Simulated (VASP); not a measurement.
# TaW2N4 (I4/mmm) in VASP: a series of runs

Runs on TaW2N4. Level: PBE. Tasks: single point.

All numbers are computed with VASP 6.6.1; they aren't measurements. Logs are shortened: lines on timing, memory, paths and dates and some standing lists are left out, and cuts for length are marked.

### Step 1. The cell of the first run

Symmetry: I4/mmm, No. 139, tetragonal system. Conventional cell: a = 4.245 Å, b = 4.245 Å, c = 8.392 Å, α = 90.00°, β = 90.00°, γ = 90.00°. Within 2.8 Å of Ta (site symmetry 4/mmm) lie 6 N at 2.12 to 2.18 Å. W (site symmetry -4m2) has 6 N at 2.10 to 2.12 Å within 2.8 Å. N (site symmetry 4mm) has 4 W at 2.12 Å and 1 Ta at 2.18 Å within 2.8 Å. Within 2.8 Å of N (site symmetry mmm) lie 2 W at 2.10 Å and 2 Ta at 2.12 Å.

The cell was generated, and may not be a known phase.

### Step 2. Single point, PBE

INCAR reads:

```
PREC = Accurate
ENCUT = 700
EDIFF = 1E-6
ISMEAR = 0
SIGMA = 0.15
LREAL = F
LASPH = T
NELM = 120
ALGO = Normal
ISIF = 2
LWAVE = F
LCHARG = F
GGA = PE
NBANDS = 40
GGA_COMPAT = F
```

KPOINTS reads:

```
regular mesh
0
Gamma
  4 4 4
```

POSCAR reads:

```
TaW2N4
1.0
   -2.1224192873      2.1224192873      4.1960897539
    2.1224192873     -2.1224192873      4.1960897539
    2.1224192873      2.1224192873     -4.1960897539
Ta W N
1 2 4
Direct
    0.0000000000      0.0000000000      0.0000000000
    0.2500000000      0.7500000000      0.5000000000
    0.7500000000      0.2500000000      0.5000000000
    0.7398855739      0.7398855739      0.0000000000
    0.2601144261      0.2601144261      0.0000000000
    0.0000000000      0.5000000000      0.5000000000
    0.5000000000      0.0000000000      0.5000000000
```

Potentials or basis: VASP PAW PBE potentials, release 64 (Ta_sv_GW, W_sv, N).

Run with:

```
$ cat potpaw_PBE.64/Ta_sv_GW/POTCAR potpaw_PBE.64/W_sv/POTCAR potpaw_PBE.64/N/POTCAR > POTCAR
$ mpirun -np 1 vasp_std > vasp.out
```

OUTCAR:

```text
PREC = Accurate
   ENCUT = 700
   EDIFF = 1E-6
   ISMEAR = 0
   LREAL = F
   LASPH = T
   NELM = 120
   ISIF = 2
   GGA = PE

 ion  position               nearest neighbor table
   1  0.000  0.000  0.000-   6 2.12   7 2.12   6 2.12   7 2.12   4 2.18   5 2.18   2 2.98   3 2.98
                             2 2.98   3 2.98   3 2.98   3 2.98   2 2.98   2 2.98
   2  0.250  0.750  0.500-   6 2.10   7 2.10   5 2.12   4 2.12   5 2.12   4 2.12   1 2.98   1 2.98
                             1 2.98   1 2.98   3 3.00   3 3.00   3 3.00   3 3.00
   3  0.750  0.250  0.500-   6 2.10   7 2.10   5 2.12   4 2.12   5 2.12   4 2.12   1 2.98   1 2.98
                             1 2.98   1 2.98   2 3.00   2 3.00   2 3.00   2 3.00
   4  0.740  0.740  0.000-   2 2.12   3 2.12   2 2.12   3 2.12   1 2.18
   5  0.260  0.260  0.000-   2 2.12   3 2.12   2 2.12   3 2.12   1 2.18
   6  0.000  0.500  0.500-   2 2.10   3 2.10   1 2.12   1 2.12
   7  0.500  0.000  0.500-   2 2.10   3 2.10   1 2.12   1 2.12

  LATTYP: Found a body centered tetragonal cell.
 ALAT       =     4.2448385746
 C/A-ratio  =     1.9770314843

  Lattice vectors:

 A1 = (  -2.1224192873,   2.1224192873,   4.1960897539)
 A2 = (   2.1224192873,  -2.1224192873,   4.1960897539)
 A3 = (   2.1224192873,   2.1224192873,  -4.1960897539)

Analysis of symmetry for initial positions (statically):
=====================================================================
 Subroutine PRICEL returns:
 Original cell was already a primitive cell.

 Routine SETGRP: Setting up the symmetry group for a
 body centered tetragonal supercell.

 Subroutine GETGRP returns: Found 16 space group operations
 (whereof 16 operations were pure point group operations)
 out of a pool of 16 trial point group operations.

The static configuration has the point symmetry D_4h.

Analysis of symmetry for dynamics (positions and initial velocities):
=====================================================================
 Subroutine PRICEL returns:
 Original cell was already a primitive cell.

 Routine SETGRP: Setting up the symmetry group for a
 body centered tetragonal supercell.

 Subroutine GETGRP returns: Found 16 space group operations
 (whereof 16 operations were pure point group operations)
 out of a pool of 16 trial point group operations.

The dynamic configuration has the point symmetry D_4h.

 Subroutine INISYM returns: Found 16 space group operations
 (whereof 16 operations are pure point group operations),
 and found     1 'primitive' translations

----------------------------------------------------------------------------------------

                                     Primitive cell

  volume of cell :      75.6079

  direct lattice vectors                    reciprocal lattice vectors
    -2.122419287  2.122419287  4.196089754     0.000000000  0.235580219  0.119158557
     2.122419287 -2.122419287  4.196089754     0.235580219  0.000000000  0.119158557
     2.122419287  2.122419287 -4.196089754     0.235580219  0.235580219  0.000000000

  length of vectors
     5.159117801  5.159117801  5.159117801     0.264001517  0.264001517  0.333160740

  position of ions in fractional coordinates (direct lattice)
     0.000000000  0.000000000  0.000000000
     0.250000000  0.750000000  0.500000000
     0.750000000  0.250000000  0.500000000
     0.739885574  0.739885574  0.000000000
     0.260114426  0.260114426  0.000000000
     0.000000000  0.500000000  0.500000000
     0.500000000  0.000000000  0.500000000

  ion indices of the primitive-cell ions
   primitive index   ion index
                 1           1
                 2           2
                 3           3
                 4           4
                 5           5
                 6           6
                 7           7

----------------------------------------------------------------------------------------

 KPOINTS: regular mesh

Automatic generation of k-mesh.
 Grid dimensions read from file:
 generate k-points for:    4    4    4

 Generating k-lattice:

  Cartesian coordinates                     Fractional coordinates (reciprocal lattice)
     0.000000000  0.058895055  0.029789639     0.250000000 -0.000000000  0.000000000
     0.058895055  0.000000000  0.029789639    -0.000000000  0.250000000  0.000000000
     0.058895055  0.058895055  0.000000000     0.000000000  0.000000000  0.250000000

  Length of vectors
     0.066000379  0.066000379  0.083290185

  Shift w.r.t. Gamma in fractional coordinates (k-lattice)
     0.000000000  0.000000000  0.000000000

 Subroutine IBZKPT returns following result:
 ===========================================

 Found     13 irreducible k-points:

 Following reciprocal coordinates:
            Coordinates               Weight
  0.000000  0.000000  0.000000      1.000000
  0.250000 -0.000000  0.000000      8.000000
  0.500000 -0.000000  0.000000      4.000000
  0.250000  0.250000  0.000000      8.000000
  0.500000  0.250000  0.000000     16.000000
 -0.250000  0.250000  0.000000      4.000000
  0.500000  0.500000  0.000000      2.000000
  0.250000  0.250000  0.250000      2.000000
 -0.250000  0.250000  0.250000      4.000000
  0.500000  0.500000  0.250000      4.000000
 -0.250000  0.500000  0.250000      8.000000
 -0.250000 -0.250000  0.250000      2.000000
  0.500000  0.500000  0.500000      1.000000
   k-points           NKPTS =     13   k-points in BZ     NKDIM =     13   number of bands    NBANDS=     40
   number of dos      NEDOS =    301   number of ions     NIONS =      7
   total plane-waves  NPLWV = 110592
   dimension x,y,z NGX =    48 NGY =   48 NGZ =   48
   dimension x,y,z NGXF=    96 NGYF=   96 NGZF=   96
   ions per type =               1   2   4
   NGX,Y,Z   is equivalent  to a cutoff of  15.47, 15.47, 15.47 a.u.
   NGXF,Y,Z  is equivalent  to a cutoff of  30.93, 30.93, 30.93 a.u.
 SYSTEM =  unknown system
   PREC   = accura    normal or accurate (medium, high low for compatibility)
   ISTART =      0    job   : 0-new  1-cont  2-samecut
   ICHARG =      2    charge: 1-file 2-atom 10-const
   ISPIN  =      1    spin polarized calculation?
   LNONCOLLINEAR =      F non collinear calculations
   LSORBIT =      F    spin-orbit coupling
   LASPH  =      T    aspherical Exc in radial PAW
   ENCUT  =  700.0 eV  51.45 Ry    7.17 a.u.  11.13 11.13 11.13*2*pi/ulx,y,z
   NELM   =    120;   NELMIN=  2; NELMDL= -5     # of ELM steps
   EDIFF  = 0.1E-05   stopping-criterion for ELM
   LREAL  =      F    real-space projection
   EDIFFG = 0.1E-04   stopping-criterion for IOM
   NSW    =      0    number of steps for IOM
   IBRION =     -1    ionic relax: 0-MD 1-quasi-New 2-CG
   NFREE  =      0    steps in history (QN), initial steepest desc. (CG)
   ISIF   =      2    stress and relaxation
   ISYM   =      2    0-nonsym 1-usesym 2-fastsym
   POTIM  = 0.5000    time-step for ionic-motion
   TEBEG  =    0.0;   TEEND  =   0.0 temperature during run
   PSTRESS=    0.0 pullay stress
   NELECT =      61.0000    total number of electrons
   NUPDOWN=      -1.0000    fix difference up-down
   EMIN   =  10.00;   EMAX   =-10.00  energy-range for DOS
   EFERMI =   0.00;   METHOD = LEGACY
   ISMEAR =     0;   SIGMA  =   0.15  broadening in eV -4-tet -1-fermi 0-gaus
   EFERMI_NEDOS =   21; number of points for ismear=-14 and -15
   IALGO  =     38    algorithm
   IMIX   =      4    mixing-type and parameters
     AMIX     =   0.40;   BMIX     =  1.00
     AMIX_MAG =   1.60;   BMIX_MAG =  1.00
  volume/ion in A,a.u.               =      10.80        72.89
  Fermi-wavevector in a.u.,A,eV,Ry     =   1.524038  2.880014 31.602132  2.322691
  Thomas-Fermi vector in A             =   2.632399
   LORBIT       =      0    0 simple, 1 ext, 2 COOP (PROOUT), +10 PAW based schemes
   GGA     = PE    functional components
   LHFCALC =     F    Hartree Fock is set to
   AEXX    =    0.0000 exact exchange contribution
   IVDW    =     0    specifies the selected vdW correction
   LEPSILON=     F    determine dielectric tensor
   LRPA    =     F    only Hartree local field effects (RPA)
 non-spin polarized calculation
 Gauss-broadening in eV      SIGMA  =   0.15
  energy-cutoff  :      700.00
  volume of cell :       75.61
 maximum number of plane-waves:      3195
 NGX is ok and might be reduce to    48

 number of electron      61.0000000 magnetization

 Free energy of the ion-electron system (eV)
  ---------------------------------------------------
  ext. energy  EPLUGINS =         0.00000000
  ---------------------------------------------------
  free energy    TOTEN  =       -76.65075278 eV

  energy without entropy =      -76.60822433  energy(sigma->0) =      -76.62948855

 E-fermi :  10.8302     XC(G=0): -12.9883

 val. band max:       10.8027930569   @ k =  -0.2500  -0.2500   0.2500
 cond. band min:      10.8574572923   @ k =  -0.2500   0.2500   0.2500
 fundamental gap:      0.0546642354
 Fermi energy:        10.8302239020

 k-point     1 :       0.0000    0.0000    0.0000
  band No.  band energies     occupation
      1     -65.1413      2.00000
      2     -65.1024      2.00000
      3     -58.4134      2.00000
      4     -29.6056      2.00000
      5     -29.6056      2.00000
      6     -29.3241      2.00000
[... 32 lines left out ...]
     39      13.1361      0.00000
     40      14.6161      0.00000

 k-point     2 :       0.2500   -0.0000    0.0000
  band No.  band energies     occupation
      1     -65.1355      2.00000
      2     -65.1080      2.00000
      3     -58.4135      2.00000
      4     -29.5666      2.00000
      5     -29.5547      2.00000
      6     -29.3134      2.00000
[... 462 lines left out ...]
     39      14.1029      0.00000
     40      14.1231      0.00000

 k-point    13 :       0.5000    0.5000    0.5000
  band No.  band energies     occupation
      1     -65.1410      2.00000
      2     -65.1025      2.00000
      3     -58.4138      2.00000
      4     -29.6120      2.00000
      5     -29.6120      2.00000
      6     -29.3251      2.00000
[... 32 lines left out ...]
     39      13.8992      0.00000
     40      14.1087      0.00000

------------------------ aborting loop because EDIFF is reached ----------------------------------------

  FORCE on cell =-STRESS in cart. coord.  units (eV):
  Direction    XX          YY          ZZ          XY          YZ          ZX
  --------------------------------------------------------------------------------------
  -------------------------------------------------------------------------------------
  Total        0.3996545      0.3996545     -0.0253466      0.0000000      0.0000000      0.0000000
  in kB        8.4689217      8.4689217     -0.5371101      0.0000000      0.0000000      0.0000000
  external PRESSURE =       5.4669111 kB  Pullay stress =       0.0000000 kB

 VOLUME and BASIS-vectors are now :
 -----------------------------------------------------------------------------
  energy-cutoff  :      700.00
  volume of cell :       75.61
      direct lattice vectors                 reciprocal lattice vectors
    -2.122419287  2.122419287  4.196089754     0.000000000  0.235580219  0.119158557
     2.122419287 -2.122419287  4.196089754     0.235580219  0.000000000  0.119158557
     2.122419287  2.122419287 -4.196089754     0.235580219  0.235580219  0.000000000

 POSITION                                       TOTAL-FORCE (eV/Angst)
 -----------------------------------------------------------------------------------
      0.00000      0.00000      0.00000        -0.000000     -0.000000      0.000000
      2.12242     -0.00000      2.09804        -0.000000     -0.000000     -0.000000
     -0.00000      2.12242      2.09804        -0.000000     -0.000000     -0.000000
      0.00000      0.00000      6.20925         0.000000      0.000000     -0.049699
      0.00000      0.00000      2.18293        -0.000000     -0.000000      0.049699
      2.12242      0.00000      0.00000        -0.000000     -0.000000      0.000000
      0.00000      2.12242      0.00000        -0.000000     -0.000000     -0.000000
 -----------------------------------------------------------------------------------
    total drift:                               -0.000000     -0.000000      0.000000

  FREE ENERGIE OF THE ION-ELECTRON SYSTEM (eV)
  ---------------------------------------------------
  free  energy   TOTEN  =       -76.6507527816 eV

  energy  without entropy=      -76.6082243266  energy(sigma->0) =      -76.62948855
```

Wall time 49 s (1 thread of Intel Xeon Platinum 8559C (Emerald Rapids), shared host); peak memory 0.35 GiB.

What came out:

* Free energy: -76.6508 eV
* Pressure: 0.5 GPa
* Largest force: 0.050 eV/Å
* Band gap on the k mesh: zero (an odd number of electrons rules out a gap without spin polarisation)

Forces in eV/Å, atoms in the order of the input:
```
Ta   0.000  0.000  0.000
W    0.000  0.000  0.000
W    0.000  0.000  0.000
N    0.000  0.000 -0.050
N    0.000  0.000  0.050
N    0.000  0.000  0.000
N    0.000  0.000  0.000
```

Levels at points of the mesh, in eV from the Fermi level:
```csv
k point,band 28,band 29,band 30,band 31,band 32,band 33,band 34,band 35
"(0.00, 0.00, 0.00)",-2.09,-2.09,-1.85,-1.85,-0.30,0.40,0.49,0.49
"(0.50, 0.00, 0.00)",-2.20,-1.82,-0.30,-0.10,0.10,0.76,0.89,1.54
"(0.50, 0.50, 0.00)",-2.19,-0.30,1.00,1.07,1.11,1.89,2.00,2.02
"(0.50, 0.50, 0.50)",-3.63,-3.30,-3.16,-3.16,-0.44,-0.17,1.53,1.80
```

Caveat: the k points lie up to 0.41 Å⁻¹ apart, too coarse for converged energies and pressures of a metal; spin-orbit coupling is left out, which moves the levels of the heavy elements; an odd number of electrons without spin polarisation forces a metal; a magnetic or distorted state may lie lower.

### Step 3. Single point, PBE

This run uses another cell than the first one, of the same volume but with other edges.

INCAR reads:

```
SYSTEM = TaW2N4
  ALGO = Normal
  EDIFF = 1E-6
  ENCUT = 700
  GGA = PE
  GGA_COMPAT = .FALSE.
  ISIF = 2
  ISMEAR = 0
  LASPH = .TRUE.
  LCHARG = .FALSE.
  LREAL = .FALSE.
  LWAVE = .FALSE.
  NBANDS = 40
  NELM = 120
  PREC = Accurate
  SIGMA = 0.2
```

KPOINTS reads:

```
k-points
0
G
  6 6 6
  0 0 0
```

POSCAR reads:

```
TaW2N4
1.0
    4.2518609882      0.0000000000      0.0000000000
    0.0000000000      4.2518609882      0.0000000000
   -2.1259304941     -2.1259304941      4.1795428233
Ta W N
1 2 4
Direct
    0.0000000000      0.0000000000      0.0000000000
    0.7500000000      0.2500000000      0.5000000000
    0.2500000000      0.7500000000      0.5000000000
    0.7394514041      0.7394514041      0.4789028082
    0.2605485959      0.2605485959      0.5210971918
    0.5000000000      0.0000000000      0.0000000000
    0.0000000000      0.5000000000      0.0000000000
```

Potentials or basis: VASP PAW PBE potentials, release 64 (Ta_sv_GW, W_sv, N).

Run with:

```
$ cat potpaw_PBE.64/Ta_sv_GW/POTCAR potpaw_PBE.64/W_sv/POTCAR potpaw_PBE.64/N/POTCAR > POTCAR
$ mpirun -np 1 vasp_std > vasp.out
```

It took 2.2 min on 1 thread of Intel Xeon 6975P-C (Granite Rapids), shared host; peak memory 0.35 GiB.

It converged, with:

* Free energy: -76.7154 eV
* Pressure: 1.0 GPa
* Largest force: 0.032 eV/Å
* Band gap on the k mesh: zero (an odd number of electrons rules out a gap without spin polarisation)

Forces in eV/Å, atoms in the order of the input:
```
Ta   0.000  0.000  0.000
W    0.000  0.000  0.000
W    0.000  0.000  0.000
N    0.000  0.000 -0.032
N    0.000  0.000  0.032
N    0.000  0.000  0.000
N    0.000  0.000  0.000
```

Stress tensor (GPa, compression positive):
```
0.88 0.00 0.00
0.00 0.88 0.00
0.00 0.00 1.27
```

Levels at points of the mesh, in eV from the Fermi level:
```
           k point  band 28  band 29  band 30  band 31  band 32  band 33  band 34  band 35
(0.00, 0.00, 0.00)    -2.10    -2.10    -1.78    -1.78    -0.19     0.41     0.61     0.61
(0.50, 0.00, 0.00)    -2.16    -1.75    -0.21     0.00     0.22     0.83     0.97     1.60
(0.50, 0.50, 0.00)    -2.22    -0.23     1.11     1.18     1.18     1.99     2.01     2.01
(0.00, 0.00, 0.50)    -3.50    -3.28    -3.14    -3.14    -0.47    -0.05     1.60     1.91
```

Caveat: spin-orbit coupling is left out, which moves the levels of the heavy elements; an odd number of electrons without spin polarisation forces a metal; a magnetic or distorted state may lie lower.

The gap in the log of VASP goes by the Fermi energy; the results here count the filled bands.